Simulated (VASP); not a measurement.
**Pb: electric field gradients with LDA**

Pb:

```
Pb
1.0
     0.00000    3.36880    3.36880
     3.36880    0.00000    3.36880
     3.36880    3.36880    0.00000
Pb
2
Cartesian
  0.0000 0.0000 0.0000
  1.6844 1.6844 1.6844
```

This cell differs from its parent crystal: volume scaled by 0.94.

```
Program                : VASP 6.6.1
Task                   : electric field gradients
Functional             : LDA
Potentials or basis    : VASP PAW LDA potentials, release 64 (Pb_d)
Cutoff                 : 520 eV
k mesh                 : 8 × 8 × 8
Occupations            : fermi-dirac, width 0.05 eV
Spin                   : no spin polarisation
Dipole correction      : no
Further INCAR settings : ALGO = Normal; EDIFF = 1e-08; NBANDS = 21
```

```yaml
Pressure: 1.5 GPa
Band_gap_on_the_k_mesh: zero (band 14 reaches 5.07 eV, above the bottom of band 15 at 3.81 eV)
```

Levels at points of the mesh, in eV from the Fermi level:
```tsv
k point	band 10	band 11	band 12	band 13	band 14	band 15	band 16	band 17	band 18	band 19
(0.00, 0.00, 0.00)	-16.71	-11.60	-3.67	0.37	0.37	0.37	2.39	2.39	2.39	4.01
(0.50, 0.00, 0.00)	-16.65	-10.11	-7.28	-1.03	-0.88	-0.88	3.54	3.54	5.28	7.69
(0.50, 0.50, 0.00)	-16.62	-8.71	-8.71	-2.21	-2.21	0.75	0.75	7.48	7.48	8.48
```

Wall time 24 s on 1 thread of Intel(R) Xeon(R) 6975P-C (Granite Rapids) (shared host), peak memory 0.18 GiB.

Caveat: without QUAD_EFG the Cq values of the log hold for a quadrupole moment of 1 mb, not for the nuclei; spin-orbit coupling is left out, which moves the levels of the heavy elements.
